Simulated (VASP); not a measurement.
Wanted: the native input for a VASP 6.6.1 run.

```yaml
Task: single point
Functional: r2SCAN
Potentials_or_basis: VASP PAW PBE potentials, release 64 (K_sv, Zn, F)
Cutoff: 520 eV
k_mesh: 6 × 6 × 6
Occupations: gaussian, width 0.05 eV
Spin: no spin polarisation
Dipole_correction: no
Further_INCAR_settings: ALGO = Normal; EDIFF = 1e-06; NBANDS = 29
```

KZnF3:

```
K Zn F
1.0
     3.92335    0.00000    0.00000
     0.00000    3.92335    0.00000
     0.00000    0.00000    4.31569
K Zn F
1 1 3
Direct
  0.00000 0.00000 0.00000
  0.50000 0.50000 0.50000
  0.50000 0.50000 0.00000
  0.00000 0.50000 0.50000
  0.50000 0.00000 0.50000
```

This cell differs from its parent crystal: ratio of the length along z to the lengths across it x 1.1, volume and fractional coordinates fixed.

These files were run (other wordings do the same):

POSCAR

```
KZnF3
1.0
    3.9233536899      0.0000000000      0.0000000000
    0.0000000000      3.9233536899      0.0000000000
    0.0000000000      0.0000000000      4.3156890589
K Zn F
1 1 3
Direct
    0.0000000000      0.0000000000      0.0000000000
    0.5000000000      0.5000000000      0.5000000000
    0.5000000000      0.5000000000      0.0000000000
    0.0000000000      0.5000000000      0.5000000000
    0.5000000000      0.0000000000      0.5000000000
```

INCAR.step1

```
SYSTEM = KZnF3
PREC = Accurate
ENCUT = 520
ISMEAR = 0
SIGMA = 0.05
LREAL = .False.
LASPH = .True.
NELM = 60
NBANDS = 29
GGA = PE
ALGO = Normal
EDIFF = 1E-4
LWAVE = .True.
LCHARG = .False.
```

INCAR.step2

```
SYSTEM = KZnF3
PREC = Accurate
ENCUT = 520
EDIFF = 1E-6
ISMEAR = 0
SIGMA = 0.05
LREAL = .False.
LASPH = .True.
NELM = 60
ALGO = Normal
ISIF = 2
LWAVE = .False.
LCHARG = .False.
METAGGA = R2SCAN
LMIXTAU = .True.
NBANDS = 29
ISTART = 1
```

KPOINTS

```
regular mesh
0
Gamma
  6 6 6
  0 0 0
```

Potentials or basis: VASP PAW PBE potentials, release 64 (K_sv, Zn, F).

Launch:

```sh
$ cat potpaw_PBE.64/K_sv/POTCAR potpaw_PBE.64/Zn/POTCAR potpaw_PBE.64/F/POTCAR > POTCAR
$ cp INCAR.step1 INCAR
$ mpirun -np 1 vasp_std > vasp.out
$ cp INCAR.step2 INCAR
$ mpirun -np 1 vasp_std > vasp.out
```

It gave:

```json
{
 "Pressure": "1.3 GPa",
 "Band gap on the k mesh": "4.29 eV (least direct gap 6.44 eV)"
}
```

Caveat: the stress differs along the axes, from -4 to 4 GPa; the PAW data sets were made with another functional, which shifts forces and pressure a little.

Wall time 2.7 min on 1 thread of Intel(R) Xeon(R) Platinum 8488C (Sapphire Rapids), with other jobs on the host, peak memory 0.22 GiB.
